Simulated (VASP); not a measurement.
# K3Na13Cl16 (P1) in VASP: single point with PBEsol

Aim: the single point of K3Na13Cl16 with PBEsol.

Everything below comes from runs of VASP 6.6.1. Logs are shortened: lines on timing, memory, paths and dates and some standing lists are left out, and cuts for length are marked.

## (1) The cell of the first run

The typed cell holds 64 atoms: a = 11.476 Å, b = 11.476 Å, c = 11.476 Å, α = 90.00°, β = 90.00°, γ = 90.00°.

## (2) Single point, PBEsol

INCAR reads:

```
SYSTEM = K3Na13Cl16
PREC     = Accurate       ! precision mode
ENCUT    = 500            ! plane-wave cutoff, eV
EDIFF    = 1E-6           ! SCF threshold, eV
ISMEAR   = -1             ! smearing method
SIGMA    = 0.05           ! smearing width, eV
LREAL    = Auto         
LASPH    = .True.         ! aspherical terms in the spheres
NELM     = 120            ! most SCF steps
ALGO     = Normal         ! electronic algorithm
ISIF     = 2              ! what is computed and relaxed
LWAVE    = .False.        ! write WAVECAR
LCHARG   = .False.        ! write CHGCAR
GGA      = PS             ! functional
ISYM     = -1           
NBANDS   = 268            ! bands
GGA_COMPAT= .False.
```

KPOINTS reads:

```
explicit points
1
Reciprocal
  0.25000000   0.25000000   0.25000000 1
```

POSCAR reads:

```
K3Na13Cl16
1.0
   11.4759477068      0.0000000000      0.0000000000
    0.0000000000     11.4759477068      0.0000000000
    0.0000000000      0.0000000000     11.4759477068
Cl Na K
32 26 6
Direct
    0.2503920000      0.9903180000      0.9994170000
    0.2504300000      0.9981700000      0.5003440000
    0.2503460000      0.5102610000      0.9976540000
    0.2503320000      0.5027020000      0.5013540000
    0.7503970000      0.0083140000      0.9979450000
    0.7503270000      0.9908390000      0.5016050000
    0.7504370000      0.4893670000      0.9878480000
    0.7502820000      0.5107040000      0.5111380000
    0.9911870000      0.2509030000      0.0105750000
    0.0104620000      0.2512390000      0.4892820000
    0.0104930000      0.7495800000      0.0021300000
    0.0029360000      0.7500130000      0.4986800000
    0.5097880000      0.2508680000      0.9893250000
    0.4902520000      0.2514660000      0.5094470000
    0.4900810000      0.7496080000      0.9987530000
    0.4977050000      0.7499490000      0.5006720000
    0.0020590000      0.9969080000      0.2496820000
    0.0003180000      0.9890220000      0.7505040000
    0.0113400000      0.5030530000      0.2494120000
    0.0016610000      0.5118000000      0.7502120000
    0.4994790000      0.9891930000      0.2491930000
    0.4998090000      0.9971780000      0.7499910000
    0.4887790000      0.5118490000      0.2488210000
    0.4987440000      0.5034240000      0.7498440000
    0.2409500000      0.2480870000      0.2603220000
    0.2603410000      0.2498280000      0.7393570000
    0.2493320000      0.7518100000      0.2530050000
    0.2513750000      0.7507300000      0.7469020000
    0.7616490000      0.2367150000      0.2398000000
    0.7393390000      0.2477270000      0.7579250000
    0.7518790000      0.7603000000      0.2614260000
    0.7485410000      0.7515550000      0.7403680000
    0.0003130000      0.9975670000      0.0022090000
    0.0025820000      0.9957660000      0.4978380000
    0.0029650000      0.5024360000      0.9998360000
    0.0051060000      0.5050350000      0.4998010000
    0.5004560000      0.9976460000      0.9973060000
    0.4981730000      0.9958220000      0.5020870000
    0.4977130000      0.5023980000      0.9944870000
    0.4954650000      0.5049860000      0.5045590000
    0.2503580000      0.2502910000      0.4998460000
    0.2502680000      0.7503920000      0.9998340000
    0.2502940000      0.7506190000      0.5000490000
    0.7505970000      0.2475820000      0.9974110000
    0.7503600000      0.7518430000      0.5017820000
    0.2486580000      0.9960970000      0.2522320000
    0.2523030000      0.9958710000      0.7477000000
    0.2488280000      0.5049760000      0.2522450000
    0.2521180000      0.5050580000      0.7477000000
    0.7529340000      0.9975370000      0.2497690000
    0.7477200000      0.9977050000      0.7498670000
    0.7474800000      0.5025910000      0.7496660000
    0.0026430000      0.2471860000      0.2497560000
    0.0047790000      0.7517550000      0.2522770000
    0.0024860000      0.7504460000      0.7476760000
    0.5000240000      0.2500130000      0.7494370000
    0.4955240000      0.7517560000      0.2523820000
    0.4980740000      0.7505050000      0.7477640000
    0.2504930000      0.2502170000      0.9998010000
    0.7504040000      0.2496220000      0.5000930000
    0.7502820000      0.7499280000      0.9998230000
    0.7513130000      0.4997490000      0.2494570000
    0.9997810000      0.2503740000      0.7499080000
    0.5000760000      0.2492220000      0.2493540000
```

Potentials or basis: VASP PAW PBE potentials, release 64 (Cl, Na_pv, K_sv).

Launch:

```sh
cat potpaw_PBE.64/Cl/POTCAR potpaw_PBE.64/Na_pv/POTCAR potpaw_PBE.64/K_sv/POTCAR > POTCAR
mpirun -np 1 vasp_std > vasp.out
```

OUTCAR:

```text
SYSTEM = K3Na13Cl16
   PREC = Accurate
   ENCUT = 500
   EDIFF = 1E-6
   ISMEAR = -1
   LREAL = Auto
   LASPH = .True.
   NELM = 120
   ISIF = 2
   GGA = PS
   ISYM = -1

 ion  position               nearest neighbor table
   1  0.250  0.990  0.999-  59 2.98
   2  0.250  0.998  0.500-
   3  0.250  0.510  0.998-  59 2.98
   4  0.250  0.503  0.501-
   5  0.750  0.008  0.998-  61 2.97
   6  0.750  0.991  0.502-  60 2.97
   7  0.750  0.489  0.988-  61 2.99  62 3.00
   8  0.750  0.511  0.511-  60 3.00  62 3.01
   9  0.991  0.251  0.011-  59 2.98  63 2.99
  10  0.010  0.251  0.489-  60 2.99  63 2.99
  11  0.010  0.750  0.002-  61 2.99
  12  0.003  0.750  0.499-
  13  0.510  0.251  0.989-  59 2.98  64 2.99
  14  0.490  0.251  0.509-  64 2.99  60 2.99
  15  0.490  0.750  0.999-  61 2.99
  16  0.498  0.750  0.501-
  17  0.002  0.997  0.250-
  18  0.000  0.989  0.751-  63 3.00
  19  0.011  0.503  0.249-  48 2.73  62 2.98
  20  0.002  0.512  0.750-  63 3.00
  21  0.499  0.989  0.249-  57 2.73  64 2.98
  22  0.500  0.997  0.750-
  23  0.489  0.512  0.249-  62 3.02  64 3.02
  24  0.499  0.503  0.750-
  25  0.241  0.248  0.260-  64 2.98  59 2.99
  26  0.260  0.250  0.739-  59 2.99  63 2.99
  27  0.249  0.752  0.253-
  28  0.251  0.751  0.747-
  29  0.762  0.237  0.240-  60 2.99  64 3.01  62 3.02
  30  0.739  0.248  0.758-  60 2.96  63 2.99
  31  0.752  0.760  0.261-  50 2.73  62 2.99  61 3.00
  32  0.749  0.752  0.740-  61 2.98
  33  0.000  0.998  0.002-
  34  0.003  0.996  0.498-
  35  0.003  0.502  1.000-
  36  0.005  0.505  0.500-
  37  0.500  0.998  0.997-
  38  0.498  0.996  0.502-
  39  0.498  0.502  0.994-
  40  0.495  0.505  0.505-
  41  0.250  0.250  0.500-
  42  0.250  0.750  1.000-
  43  0.250  0.751  0.500-
  44  0.751  0.248  0.997-
  45  0.750  0.752  0.502-
  46  0.249  0.996  0.252-
  47  0.252  0.996  0.748-
  48  0.249  0.505  0.252-  19 2.73
  49  0.252  0.505  0.748-
  50  0.753  0.998  0.250-  31 2.73
  51  0.748  0.998  0.750-
  52  0.747  0.503  0.750-
  53  0.003  0.247  0.250-
  54  0.005  0.752  0.252-
  55  0.002  0.750  0.748-
  56  0.500  0.250  0.749-
  57  0.496  0.752  0.252-  21 2.73
  58  0.498  0.751  0.748-
  59  0.250  0.250  1.000-  13 2.98   9 2.98   1 2.98   3 2.98  26 2.99  25 2.99
  60  0.750  0.250  0.500-  30 2.96   6 2.97  10 2.99  14 2.99  29 2.99   8 3.00
  61  0.750  0.750  1.000-   5 2.97  32 2.98  15 2.99  11 2.99   7 2.99  31 3.00
  62  0.751  0.500  0.249-  19 2.98  31 2.99   7 3.00   8 3.01  23 3.02  29 3.02
  63  1.000  0.250  0.750-  30 2.99  26 2.99   9 2.99  10 2.99  18 3.00  20 3.00
  64  0.500  0.249  0.249-  25 2.98  21 2.98  13 2.99  14 2.99  29 3.01  23 3.02

IMPORTANT INFORMATION: All symmetrisations will be switched off!
NOSYMM: (Re-)initialisation of all symmetry stuff for point group C_1.

----------------------------------------------------------------------------------------

                                     Primitive cell

  volume of cell :    1511.3522

  direct lattice vectors                    reciprocal lattice vectors
    11.475947707  0.000000000  0.000000000     0.087138773  0.000000000  0.000000000
     0.000000000 11.475947707  0.000000000     0.000000000  0.087138773  0.000000000
     0.000000000  0.000000000 11.475947707     0.000000000  0.000000000  0.087138773

  length of vectors
    11.475947707 11.475947707 11.475947707     0.087138773  0.087138773  0.087138773

  position of ions in fractional coordinates (direct lattice)
     0.250392000  0.990318000  0.999417000
     0.250430000  0.998170000  0.500344000
     0.250346000  0.510261000  0.997654000
     0.250332000  0.502702000  0.501354000
     0.750397000  0.008314000  0.997945000
     0.750327000  0.990839000  0.501605000
[... 56 lines left out ...]
     0.999781000  0.250374000  0.749908000
     0.500076000  0.249222000  0.249354000

  ion indices of the primitive-cell ions
   primitive index   ion index
                 1           1
                 2           2
                 3           3
                 4           4
                 5           5
                 6           6
[... 56 lines left out ...]
                63          63
                64          64

----------------------------------------------------------------------------------------

 KPOINTS: explicit points

Read explicit list of k-points.

 Found      1 k-points:

 Following reciprocal coordinates:
            Coordinates               Weight
  0.250000  0.250000  0.250000      1.000000
   k-points           NKPTS =      1   k-points in BZ     NKDIM =      1   number of bands    NBANDS=    268
   number of dos      NEDOS =    301   number of ions     NIONS =     64
   total plane-waves  NPLWV = 592704
   dimension x,y,z NGX =    84 NGY =   84 NGZ =   84
   dimension x,y,z NGXF=   168 NGYF=  168 NGZF=  168
   ions per type =              32  26   6
   NGX,Y,Z   is equivalent  to a cutoff of  12.17, 12.17, 12.17 a.u.
   NGXF,Y,Z  is equivalent  to a cutoff of  24.34, 24.34, 24.34 a.u.
 SYSTEM =  K3Na13Cl16
   PREC   = accura    normal or accurate (medium, high low for compatibility)
   ISTART =      0    job   : 0-new  1-cont  2-samecut
   ICHARG =      2    charge: 1-file 2-atom 10-const
   ISPIN  =      1    spin polarized calculation?
   LNONCOLLINEAR =      F non collinear calculations
   LSORBIT =      F    spin-orbit coupling
   LASPH  =      T    aspherical Exc in radial PAW
   ENCUT  =  500.0 eV  36.75 Ry    6.06 a.u.  20.92 20.92 20.92*2*pi/ulx,y,z
   NELM   =    120;   NELMIN=  2; NELMDL= -5     # of ELM steps
   EDIFF  = 0.1E-05   stopping-criterion for ELM
   LREAL  =      T    real-space projection
   EDIFFG = 0.1E-04   stopping-criterion for IOM
   NSW    =      0    number of steps for IOM
   IBRION =     -1    ionic relax: 0-MD 1-quasi-New 2-CG
   NFREE  =      0    steps in history (QN), initial steepest desc. (CG)
   ISIF   =      2    stress and relaxation
   ISYM   =     -1    0-nonsym 1-usesym 2-fastsym
   POTIM  = 0.5000    time-step for ionic-motion
   TEBEG  =    0.0;   TEEND  =   0.0 temperature during run
   PSTRESS=    0.0 pullay stress
   NELECT =     460.0000    total number of electrons
   NUPDOWN=      -1.0000    fix difference up-down
   EMIN   =  10.00;   EMAX   =-10.00  energy-range for DOS
   EFERMI =   0.00;   METHOD = LEGACY
   ISMEAR =    -1;   SIGMA  =   0.05  broadening in eV -4-tet -1-fermi 0-gaus
   EFERMI_NEDOS =   21; number of points for ismear=-14 and -15
   IALGO  =     38    algorithm
   IMIX   =      4    mixing-type and parameters
     AMIX     =   0.40;   BMIX     =  1.00
     AMIX_MAG =   1.60;   BMIX_MAG =  1.00
  volume/ion in A,a.u.               =      23.61       159.36
  Fermi-wavevector in a.u.,A,eV,Ry     =   1.101215  2.080995 16.499445  1.212675
  Thomas-Fermi vector in A             =   2.237639
   LORBIT       =      0    0 simple, 1 ext, 2 COOP (PROOUT), +10 PAW based schemes
   GGA     = PS    functional components
   LHFCALC =     F    Hartree Fock is set to
   AEXX    =    0.0000 exact exchange contribution
   IVDW    =     0    specifies the selected vdW correction
   LEPSILON=     F    determine dielectric tensor
   LRPA    =     F    only Hartree local field effects (RPA)
 non-spin polarized calculation
  energy-cutoff  :      500.00
  volume of cell :     1511.35
 maximum number of plane-waves:     38364
 NGX is ok and might be reduce to    84
   NGX = 41   NGY = 41   NGZ = 41

 number of electron     460.0000067 magnetization

 Free energy of the ion-electron system (eV)
  ---------------------------------------------------
  ext. energy  EPLUGINS =         0.00000000
  ---------------------------------------------------
  free energy    TOTEN  =      -223.07892036 eV

  energy without entropy =     -223.07892036  energy(sigma->0) =     -223.07892036

 E-fermi :   0.3753     XC(G=0):  -8.2746

 val. band max:       -0.9815917284   @ k =   0.2500   0.2500   0.2500
 cond. band min:       4.4617763535   @ k =   0.2500   0.2500   0.2500
 fundamental gap:      5.4433680819
 Fermi energy:         0.3753001486

 k-point     1 :       0.2500    0.2500    0.2500
  band No.  band energies     occupation
      1     -27.8646      2.00000
      2     -27.8041      2.00000
      3     -27.7695      2.00000
      4     -27.7543      2.00000
      5     -27.7257      2.00000
      6     -27.7087      2.00000
[... 234 lines left out ...]
    241       6.4029      0.00000
    242       6.4225      0.00000
 [bands above 242 left out]

------------------------ aborting loop because EDIFF is reached ----------------------------------------

  FORCE on cell =-STRESS in cart. coord.  units (eV):
  Direction    XX          YY          ZZ          XY          YZ          ZX
  --------------------------------------------------------------------------------------
  -------------------------------------------------------------------------------------
  Total        0.1514177      0.1139916      0.1068637     -0.1654891      0.0388828     -0.4993808
  in kB        0.1605172      0.1208420      0.1132857     -0.1754342      0.0412195     -0.5293913
  external PRESSURE =       0.1315483 kB  Pullay stress =       0.0000000 kB

 VOLUME and BASIS-vectors are now :
 -----------------------------------------------------------------------------
  energy-cutoff  :      500.00
  volume of cell :     1511.35
      direct lattice vectors                 reciprocal lattice vectors
    11.475947707  0.000000000  0.000000000     0.087138773  0.000000000  0.000000000
     0.000000000 11.475947707  0.000000000     0.000000000  0.087138773  0.000000000
     0.000000000  0.000000000 11.475947707     0.000000000  0.000000000  0.087138773

 POSITION                                       TOTAL-FORCE (eV/Angst)
 -----------------------------------------------------------------------------------
      2.87349     11.36484     11.46926         0.000586     -0.000638     -0.002413
      2.87392     11.45495      5.74192         0.000875     -0.001252     -0.000216
      2.87296      5.85573     11.44903        -0.000388      0.002920     -0.001809
      2.87280      5.76898      5.75351         0.000840     -0.000466     -0.001657
      8.61152      0.09541     11.45236         0.000952      0.007300      0.004061
      8.61071     11.37082      5.75639         0.002531     -0.002710     -0.001372
[... 56 lines left out ...]
     11.47343      2.87328      8.60590         0.000612     -0.000042      0.000280
      5.73885      2.86006      2.86157        -0.002046      0.000590     -0.001361
 -----------------------------------------------------------------------------------
    total drift:                               -0.003098      0.002919      0.009524

  FREE ENERGIE OF THE ION-ELECTRON SYSTEM (eV)
  ---------------------------------------------------
  free  energy   TOTEN  =      -223.0789203573 eV

  energy  without entropy=     -223.0789203573  energy(sigma->0) =     -223.07892036
```

It took 17 min on 1 thread of Intel Xeon Platinum 8259CL at 2.50GHz (Skylake/Cascade Lake), shared host; peak memory 1.2 GiB.

What came out:

```yaml
Free_energy: -223.0789 eV
Pressure: 0.0 GPa
Largest_force: 0.010 eV/Å
Band_gap_on_the_k_mesh: 5.44 eV
```

Forces on the atoms (eV/Å):
```
Cl   0.001 -0.001 -0.002
Cl   0.001 -0.001  0.000
Cl   0.000  0.003 -0.002
Cl   0.001  0.000 -0.002
Cl   0.001  0.007  0.004
Cl   0.003 -0.003 -0.001
Cl   0.000 -0.006 -0.003
Cl   0.000  0.002  0.000
Cl  -0.006 -0.001  0.007
Cl   0.000  0.002 -0.006
Cl   0.003  0.001  0.004
Cl   0.000  0.000  0.000
Cl   0.003  0.000 -0.003
Cl  -0.005 -0.001  0.003
Cl   0.000  0.000  0.000
Cl  -0.001  0.001  0.001
Cl  -0.002  0.001  0.000
Cl  -0.001 -0.005 -0.001
Cl   0.002  0.000 -0.002
Cl   0.000  0.002  0.001
Cl   0.001 -0.002 -0.002
Cl  -0.001 -0.004  0.000
Cl  -0.001  0.003 -0.002
Cl   0.003 -0.002 -0.001
Cl  -0.005  0.002  0.007
Cl   0.001  0.001 -0.002
Cl  -0.001 -0.001 -0.001
Cl  -0.002  0.001  0.000
Cl   0.006 -0.007 -0.003
Cl  -0.006  0.004  0.008
Cl   0.003  0.003  0.006
Cl   0.001  0.000 -0.003
Na   0.001  0.000 -0.002
Na  -0.001  0.001  0.000
Na   0.000  0.000 -0.001
Na  -0.001 -0.001  0.001
Na   0.000  0.000  0.000
Na   0.000  0.001  0.000
Na   0.000  0.000  0.002
Na   0.001 -0.001 -0.001
Na   0.001  0.000  0.000
Na   0.001 -0.001  0.000
Na   0.000  0.000  0.000
Na  -0.001  0.001 -0.001
Na   0.000 -0.001  0.001
Na   0.001  0.001 -0.001
Na   0.000  0.001  0.000
Na   0.001 -0.001  0.000
Na  -0.001 -0.002  0.000
Na  -0.002 -0.001  0.001
Na   0.001  0.000 -0.001
Na   0.002  0.001 -0.001
Na   0.001  0.000  0.001
Na  -0.002  0.000  0.000
Na   0.000  0.000  0.001
Na  -0.001  0.000 -0.001
Na   0.002  0.000 -0.001
Na   0.000  0.000  0.001
K   -0.001  0.000  0.001
K    0.001  0.000  0.000
K    0.001 -0.001 -0.001
K    0.001  0.004  0.000
K    0.001  0.000  0.000
K   -0.002  0.001 -0.001
```

Caveat: the PAW data sets were made with another functional, which shifts forces and pressure a little; a shifted mesh leaves out Γ, where band edges can lie. A k mesh can miss the band edges.
